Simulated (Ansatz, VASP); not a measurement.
**Two plane-wave programs on KCl**

The input INCAR:

```
SYSTEM = KCl
PREC = Accurate ; ENCUT = 500
EDIFF = 1E-6 ; ISMEAR = -1
SIGMA = 0.02 ; LREAL = .FALSE.
LASPH = .TRUE. ; NELM = 120
ALGO = Normal ; ISIF = 2
LWAVE = .FALSE. ; LCHARG = .FALSE.
GGA = PS ; NBANDS = 15
GGA_COMPAT = .FALSE.
```

Contents of KPOINTS:

```
Automatic mesh
0
G
  6 6 6
  0 0 0
```

Contents of POSCAR:

```
KCl
1.0
    3.8391960000      0.0000000000      0.0000000000
    0.0000000000      3.8391960000      0.0000000000
    0.0000000000      0.0000000000      3.8391960000
K Cl
1 1
Direct
    0.0000000000      0.0000000000      0.0000000000
    0.5000000000      0.5000000000      0.5000000000
```

The input input.yaml:

```yaml
crystal:
  lattice:
    - [3.839196, 0.0, 0.0]
    - [0.0, 3.839196, 0.0]
    - [0.0, 0.0, 3.839196]
  atoms:
    - { symbol: K, position: [0.0, 0.0, 0.0] }
    - { symbol: Cl, position: [0.5, 0.5, 0.5] }
kpoints:
  mp_grid: { grid: [6, 6, 6] }
  band_path:
    path:
      - [[0.0, 0.0, 0.0], [0.0, 0.5, 0.0], [0.5, 0.5, 0.0], [0.0, 0.0, 0.0], [0.5, 0.5, 0.5], [0.0, 0.5, 0.0]]
      - [[0.5, 0.5, 0.5], [0.5, 0.5, 0.0]]
    npoints: 10
hamiltonian:
  xc: pbesol
scf:
  occupations: { method: fermi_dirac, width: 0.02 }
  n_extra_bands: 4
output:
  forces: true
  stress: true
  eigenvalues: true
```

Alike in both runs: functional PBEsol; k mesh 6 × 6 × 6; occupations fermi-dirac, width 0.02 eV; no spin polarisation.

|  | VASP | Ansatz |
| --- | --- | --- |
| version | VASP 6.6.1 | Ansatz 0.2.0 |
| potentials or method | VASP PAW PBE potentials, release 64 (K_sv, Cl) | Ansatz PAW |
| plane-wave cutoff (eV) | 500 | 420 |
| valence electrons in the cell | 16 | 16 |
| task | single point | band structure |

|  | VASP | Ansatz | Ansatz less VASP |
| --- | --- | --- | --- |
| gap on the k mesh at the Fermi level (eV) | 4.62 | 4.62 | +0.004 |
| least direct gap on the mesh (eV) | 4.83 | 4.83 | +0.003 |
| pressure (GPa) | -1.4 | -1.4 | -0.01 |

VASP's potentials were made for PBE, not for PBEsol.
